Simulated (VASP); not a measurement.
# CoMo (P-6m2) in VASP: a series of runs

Runs on CoMo. Level: LDA. Tasks: single point.

All numbers are computed with VASP 6.6.1; they aren't measurements. Logs are shortened: lines on timing, memory, paths and dates and some standing lists are left out, and cuts for length are marked.

## (1) The cell of the first run

The structure is hexagonal, space group P-6m2 (No. 187). The conventional cell has a = 2.602 Å, b = 2.602 Å, c = 4.039 Å, α = 90.00°, β = 90.00°, γ = 120.00°. Within 3.3 Å of Co (site symmetry -6m2) lie 6 Mo at 2.52 Å and 6 Co at 2.60 Å. Within 3.3 Å of Mo (site symmetry -6m2) lie 6 Co at 2.52 Å and 6 Mo at 2.60 Å.

## (2) Single point, LDA (volume scaled by 0.9)

File INCAR:

```
PREC = Accurate
ENCUT = 520
EDIFF = 1E-7
ISMEAR = -1
SIGMA = 0.05
LREAL = False
LASPH = True
NELM = 100
ALGO = Normal
ISIF = 2
LWAVE = False
LCHARG = True
LELF = True
LVHAR = True
NBANDS = 18
```

File KPOINTS:

```
regular mesh
0
Gamma
  14 14 8
```

File POSCAR:

```
CoMo
1.0
    2.6019242848      0.0000000000      0.0000000000
   -1.3009621424      2.2533325294      0.0000000000
    0.0000000000      0.0000000000      4.0392387682
Co Mo
1 1
Direct
    0.6666666667      0.3333333333      0.5000000000
    0.3333333333      0.6666666667      0.0000000000
```

Potentials or basis: VASP PAW LDA potentials, release 64 (Co, Mo_sv).

Command:

```sh
$ cat potpaw_LDA.64/Co/POTCAR potpaw_LDA.64/Mo_sv/POTCAR > POTCAR
$ mpirun -np 1 vasp_std > vasp.out
```

OUTCAR:

```text
PREC = Accurate
   ENCUT = 520
   EDIFF = 1E-7
   ISMEAR = -1
   LREAL = False
   LASPH = True
   NELM = 100
   ISIF = 2

 ion  position               nearest neighbor table
   1  0.667  0.333  0.500-   2 2.52   2 2.52   2 2.52   2 2.52   2 2.52   2 2.52
   2  0.333  0.667  0.000-   1 2.52   1 2.52   1 2.52   1 2.52   1 2.52   1 2.52

  LATTYP: Found a hexagonal cell.
 ALAT       =     2.6019242848
 C/A-ratio  =     1.5524044231

  Lattice vectors:

 A1 = (   2.6019242848,   0.0000000000,   0.0000000000)
 A2 = (  -1.3009621424,   2.2533325294,   0.0000000000)
 A3 = (   0.0000000000,   0.0000000000,   4.0392387682)

Analysis of symmetry for initial positions (statically):
=====================================================================
 Subroutine PRICEL returns:
 Original cell was already a primitive cell.

 Routine SETGRP: Setting up the symmetry group for a
 hexagonal supercell.

 Subroutine GETGRP returns: Found 12 space group operations
 (whereof 12 operations were pure point group operations)
 out of a pool of 24 trial point group operations.

The static configuration has the point symmetry D_3h.

Analysis of symmetry for dynamics (positions and initial velocities):
=====================================================================
 Subroutine PRICEL returns:
 Original cell was already a primitive cell.

 Routine SETGRP: Setting up the symmetry group for a
 hexagonal supercell.

 Subroutine GETGRP returns: Found 12 space group operations
 (whereof 12 operations were pure point group operations)
 out of a pool of 24 trial point group operations.

The dynamic configuration has the point symmetry D_3h.

 Subroutine INISYM returns: Found 12 space group operations
 (whereof 12 operations are pure point group operations),
 and found     1 'primitive' translations

----------------------------------------------------------------------------------------

                                     Primitive cell

  volume of cell :      23.6821

  direct lattice vectors                    reciprocal lattice vectors
     2.601924285  0.000000000  0.000000000     0.384330938  0.221893570  0.000000000
    -1.300962142  2.253332529  0.000000000     0.000000000  0.443787141  0.000000000
     0.000000000  0.000000000  4.039238768     0.000000000  0.000000000  0.247571401

  length of vectors
     2.601924285  2.601924285  4.039238768     0.443787141  0.443787141  0.247571401

  position of ions in fractional coordinates (direct lattice)
     0.666666667  0.333333333  0.500000000
     0.333333333  0.666666667  0.000000000

  ion indices of the primitive-cell ions
   primitive index   ion index
                 1           1
                 2           2

----------------------------------------------------------------------------------------

 KPOINTS: regular mesh

Automatic generation of k-mesh.
 Grid dimensions read from file:
 generate k-points for:   14   14    8

 Generating k-lattice:

  Cartesian coordinates                     Fractional coordinates (reciprocal lattice)
     0.027452210  0.015849541  0.000000000     0.071428571  0.000000000  0.000000000
     0.000000000  0.031699081  0.000000000     0.000000000  0.071428571  0.000000000
     0.000000000  0.000000000  0.030946425     0.000000000  0.000000000  0.125000000

  Length of vectors
     0.031699081  0.031699081  0.030946425

  Shift w.r.t. Gamma in fractional coordinates (k-lattice)
     0.000000000  0.000000000  0.000000000

 Subroutine IBZKPT returns following result:
 ===========================================

 Found    120 irreducible k-points:

 Following reciprocal coordinates:
            Coordinates               Weight
  0.000000  0.000000  0.000000      1.000000
  0.071429  0.000000  0.000000      6.000000
  0.142857 -0.000000  0.000000      6.000000
  0.214286 -0.000000  0.000000      6.000000
  0.285714  0.000000  0.000000      6.000000
  0.357143 -0.000000  0.000000      6.000000
[... 16 lines left out ...]
  0.285714  0.285714  0.000000      6.000000
  0.357143  0.285714  0.000000      6.000000
 [... further k-points ...]
   k-points           NKPTS =    120   k-points in BZ     NKDIM =    120   number of bands    NBANDS=     18
   number of dos      NEDOS =    301   number of ions     NIONS =      2
   total plane-waves  NPLWV =  12000
   dimension x,y,z NGX =    20 NGY =   20 NGZ =   30
   dimension x,y,z NGXF=    40 NGYF=   40 NGZF=   60
   ions per type =               1   1
   NGX,Y,Z   is equivalent  to a cutoff of  12.78, 12.78, 12.35 a.u.
   NGXF,Y,Z  is equivalent  to a cutoff of  25.56, 25.56, 24.69 a.u.
 SYSTEM =  unknown system
   PREC   = accura    normal or accurate (medium, high low for compatibility)
   ISTART =      0    job   : 0-new  1-cont  2-samecut
   ICHARG =      2    charge: 1-file 2-atom 10-const
   ISPIN  =      1    spin polarized calculation?
   LNONCOLLINEAR =      F non collinear calculations
   LSORBIT =      F    spin-orbit coupling
   LASPH  =      T    aspherical Exc in radial PAW
   ENCUT  =  520.0 eV  38.22 Ry    6.18 a.u.   4.84  4.84  7.51*2*pi/ulx,y,z
   NELM   =    100;   NELMIN=  2; NELMDL= -5     # of ELM steps
   EDIFF  = 0.1E-06   stopping-criterion for ELM
   LREAL  =      F    real-space projection
   EDIFFG = 0.1E-05   stopping-criterion for IOM
   NSW    =      0    number of steps for IOM
   IBRION =     -1    ionic relax: 0-MD 1-quasi-New 2-CG
   NFREE  =      0    steps in history (QN), initial steepest desc. (CG)
   ISIF   =      2    stress and relaxation
   ISYM   =      2    0-nonsym 1-usesym 2-fastsym
   POTIM  = 0.5000    time-step for ionic-motion
   TEBEG  =    0.0;   TEEND  =   0.0 temperature during run
   PSTRESS=    0.0 pullay stress
   NELECT =      23.0000    total number of electrons
   NUPDOWN=      -1.0000    fix difference up-down
   EMIN   =  10.00;   EMAX   =-10.00  energy-range for DOS
   EFERMI =   0.00;   METHOD = LEGACY
   ISMEAR =    -1;   SIGMA  =   0.05  broadening in eV -4-tet -1-fermi 0-gaus
   EFERMI_NEDOS =   21; number of points for ismear=-14 and -15
   IALGO  =     38    algorithm
   IMIX   =      4    mixing-type and parameters
     AMIX     =   0.40;   BMIX     =  1.00
     AMIX_MAG =   1.60;   BMIX_MAG =  1.00
  volume/ion in A,a.u.               =      11.84        79.91
  Fermi-wavevector in a.u.,A,eV,Ry     =   1.621229  3.063678 35.761316  2.628383
  Thomas-Fermi vector in A             =   2.715039
   LORBIT       =      0    0 simple, 1 ext, 2 COOP (PROOUT), +10 PAW based schemes
   GGA     = CA    functional components
   LHFCALC =     F    Hartree Fock is set to
   AEXX    =    0.0000 exact exchange contribution
   IVDW    =     0    specifies the selected vdW correction
   LEPSILON=     F    determine dielectric tensor
   LRPA    =     F    only Hartree local field effects (RPA)
 non-spin polarized calculation
  energy-cutoff  :      520.00
  volume of cell :       23.68
 maximum number of plane-waves:       656
 NGX is ok and might be reduce to    20
   NGX =  9   NGY =  9   NGZ = 15

 number of electron      22.9999998 magnetization

 Free energy of the ion-electron system (eV)
  ---------------------------------------------------
  ext. energy  EPLUGINS =         0.00000000
  ---------------------------------------------------
  free energy    TOTEN  =       -19.89264435 eV

  energy without entropy =      -19.87071610  energy(sigma->0) =      -19.88168022

 E-fermi :  12.9687     XC(G=0): -14.2823

 val. band max:       12.9526908270   @ k =   0.3571   0.2857   0.5000
 cond. band min:      12.9727664018   @ k =   0.2857   0.2857   0.3750
 fundamental gap:      0.0200755749
 Fermi energy:        12.9686584159

 k-point     1 :       0.0000    0.0000    0.0000
  band No.  band energies     occupation
      1     -47.5672      2.00000
      2     -21.9017      2.00000
      3     -20.6905      2.00000
      4     -20.6905      2.00000
      5       4.8162      2.00000
      6       7.6021      2.00000
[... 10 lines left out ...]
     17      24.6519      0.00000
     18      27.5213      0.00000

 k-point     2 :       0.0714    0.0000    0.0000
  band No.  band energies     occupation
      1     -47.5480      2.00000
      2     -21.8850      2.00000
      3     -20.8053      2.00000
      4     -20.7157      2.00000
      5       5.0060      2.00000
      6       7.7844      2.00000
[... 10 lines left out ...]
     17      24.6321      0.00000
     18      28.0495      0.00000

 k-point     3 :       0.1429   -0.0000    0.0000
  band No.  band energies     occupation
      1     -47.4936      2.00000
      2     -21.8379      2.00000
      3     -21.1208      2.00000
      4     -20.7857      2.00000
      5       5.5396      2.00000
      6       8.2330      2.00000
[... 10 lines left out ...]
     17      24.5550      0.00000
     18      29.2345      0.00000

 k-point     4 :       0.2143   -0.0000    0.0000
  band No.  band energies     occupation
      1     -47.4140      2.00000
      2     -21.7691      2.00000
      3     -21.5617      2.00000
      4     -20.8855      2.00000
      5       6.3205      2.00000
      6       8.5490      2.00000
[... 10 lines left out ...]
     17      24.3663      0.00000
     18      27.8596      0.00000

 k-point     5 :       0.2857    0.0000    0.0000
  band No.  band energies     occupation
      1     -47.3243      2.00000
      2     -22.0325      2.00000
      3     -21.6917      2.00000
      4     -20.9943      2.00000
      5       7.1725      2.00000
      6       8.3736      2.00000
[... 10 lines left out ...]
     17      23.8248      0.00000
     18      25.8707      0.00000

 k-point     6 :       0.3571   -0.0000    0.0000
  band No.  band energies     occupation
      1     -47.2421      2.00000
      2     -22.4423      2.00000
      3     -21.6211      2.00000
      4     -21.0907      2.00000
      5       7.5560      2.00000
      6       8.3817      2.00000
[... 10 lines left out ...]
     17      23.0907      0.00000
     18      24.9640      0.00000

 k-point     7 :       0.4286   -0.0000    0.0000
  band No.  band energies     occupation
      1     -47.1845      2.00000
      2     -22.7186      2.00000
      3     -21.5716      2.00000
      4     -21.1565      2.00000
      5       7.3675      2.00000
      6       8.4033      2.00000
[... 10 lines left out ...]
     17      23.7785      0.00000
     18      24.6232      0.00000

 k-point     8 :       0.5000    0.0000    0.0000
  band No.  band energies     occupation
      1     -47.1638      2.00000
      2     -22.8160      2.00000
      3     -21.5538      2.00000
      4     -21.1798      2.00000
      5       7.2708      2.00000
      6       8.2437      2.00000
[... 10 lines left out ...]
     17      23.9849      0.00000
     18      24.4907      0.00000
[... 229 lines left out ...]
     17      24.2199      0.00000
     18      25.5134      0.00000

 k-point    20 :       0.2143    0.2143    0.0000
  band No.  band energies     occupation
      1     -47.2209      2.00000
      2     -22.3080      2.00000
      3     -21.6027      2.00000
      4     -21.3926      2.00000
      5       8.4799      2.00000
      6       8.9507      2.00000
[... 10 lines left out ...]
     17      24.3522      0.00000
     18      24.4455      0.00000

 k-point    21 :       0.2857    0.2143    0.0000
  band No.  band energies     occupation
      1     -47.1644      2.00000
      2     -22.4595      2.00000
      3     -21.5963      2.00000
      4     -21.5541      2.00000
      5       8.5946      2.00000
      6       8.9539      2.00000
[... 10 lines left out ...]
     17      23.3211      0.00000
     18      25.8956      0.00000

 k-point    22 :       0.3571    0.2143    0.0000
  band No.  band energies     occupation
      1     -47.1328      2.00000
      2     -22.5335      2.00000
      3     -21.7185      2.00000
      4     -21.5270      2.00000
      5       8.4084      2.00000
      6       8.8562      2.00000
[... 10 lines left out ...]
     17      22.6307      0.00000
     18      26.8198      0.00000

 k-point    23 :       0.2857    0.2857    0.0000
  band No.  band energies     occupation
      1     -47.1283      2.00000
      2     -22.4162      2.00000
      3     -21.8753      2.00000
      4     -21.5231      2.00000
      5       8.4560      2.00000
      6       9.2960      2.00000
[... 10 lines left out ...]
     17      21.7541      0.00000
     18      27.5190      0.00000

 k-point    24 :       0.3571    0.2857    0.0000
  band No.  band energies     occupation
      1     -47.1154      2.00000
      2     -22.3485      2.00000
      3     -22.0276      2.00000
      4     -21.5119      2.00000
      5       8.4123      2.00000
      6       9.4127      2.00000
[... 10 lines left out ...]
     17      21.2652      0.00000
     18      28.4077      0.00000

 [... further k-points ...]
[... 5 lines left out ...]
  --------------------------------------------------------------------------------------
  -------------------------------------------------------------------------------------
  Total        2.5072173      2.5072173      2.4866052     -0.0000000      0.0000000     -0.0000000
  in kB      169.6223547    169.6223547    168.2278722     -0.0000000      0.0000000     -0.0000000
  external PRESSURE =     169.1575272 kB  Pullay stress =       0.0000000 kB

 VOLUME and BASIS-vectors are now :
 -----------------------------------------------------------------------------
  energy-cutoff  :      520.00
  volume of cell :       23.68
      direct lattice vectors                 reciprocal lattice vectors
     2.601924285  0.000000000  0.000000000     0.384330938  0.221893570  0.000000000
    -1.300962142  2.253332529  0.000000000     0.000000000  0.443787141  0.000000000
     0.000000000  0.000000000  4.039238768     0.000000000  0.000000000  0.247571401

 POSITION                                       TOTAL-FORCE (eV/Angst)
 -----------------------------------------------------------------------------------
      1.30096      0.75111      2.01962         0.000000      0.000000      0.000000
     -0.00000      1.50222      0.00000        -0.000000      0.000000      0.000000
 -----------------------------------------------------------------------------------
    total drift:                                0.000000     -0.000000      0.000000

  FREE ENERGIE OF THE ION-ELECTRON SYSTEM (eV)
  ---------------------------------------------------
  free  energy   TOTEN  =       -19.8926443465 eV

  energy  without entropy=      -19.8707161003  energy(sigma->0) =      -19.88168022
```

Wall time 38 s (1 thread of Intel Xeon 6975P-C, shared host); peak memory 0.17 GiB.

What came out:

```
Free energy : -19.8926 eV
Pressure    : 16.9 GPa
```

Stress tensor (GPa, compression positive):
```
16.96  0.00  0.00
 0.00 16.96  0.00
 0.00  0.00 16.82
```

## (3) Single point, LDA (volume scaled by 0.95)

File INCAR:

```
PREC = Accurate
ENCUT = 520
EDIFF = 1E-6
ISMEAR = -1
SIGMA = 0.05
LREAL = F
LASPH = T
NELM = 100
ALGO = Normal
ISIF = 2
LWAVE = F
LCHARG = F
GGA = CA
NBANDS = 18
```

File KPOINTS:

```
Automatic mesh
0
Gamma
  14 14 8
```

File POSCAR:

```
CoMo
1.0
    2.6492423353      0.0000000000      0.0000000000
   -1.3246211676      2.2943111632      0.0000000000
    0.0000000000      0.0000000000      4.1126955191
Co Mo
1 1
Direct
    0.6666666667      0.3333333333      0.5000000000
    0.3333333333      0.6666666667      0.0000000000
```

Potentials or basis: VASP PAW LDA potentials, release 64 (Co, Mo_sv).

Command:

```sh
$ cat potpaw_LDA.64/Co/POTCAR potpaw_LDA.64/Mo_sv/POTCAR > POTCAR
$ mpirun -np 1 vasp_std > vasp.out
```

Run time: 38 s. Hardware: 1 thread of Intel Xeon 6975P-C, shared host; peak memory 0.17 GiB.

Results (log left out):

- Free energy: -19.9590 eV
- Pressure: 0.0 GPa

Stress tensor (GPa, compression positive):
```
 0.24  0.00  0.00
 0.00  0.24  0.00
 0.00  0.00 -0.42
```

Levels at points of the mesh, in eV from the Fermi level:
```
           k point  band 9  band 10  band 11  band 12  band 13  band 14  band 15  band 16
(0.00, 0.00, 0.00)   -1.33    -1.03    -1.03    -0.53    -0.53     1.65     3.08     3.08
(0.50, 0.00, 0.00)   -1.51    -1.21    -0.79     0.12     2.89     3.08     5.31     7.83
(0.00, 0.00, 0.50)   -1.68    -1.65    -1.65    -1.62     0.46     0.46     3.03     3.03
(0.50, 0.00, 0.50)   -1.09    -0.22     0.07     1.25     2.14     2.28     4.49     5.33
```

 Spin polarisation is off, so any magnetic state and its effect on volume and gap are missing.
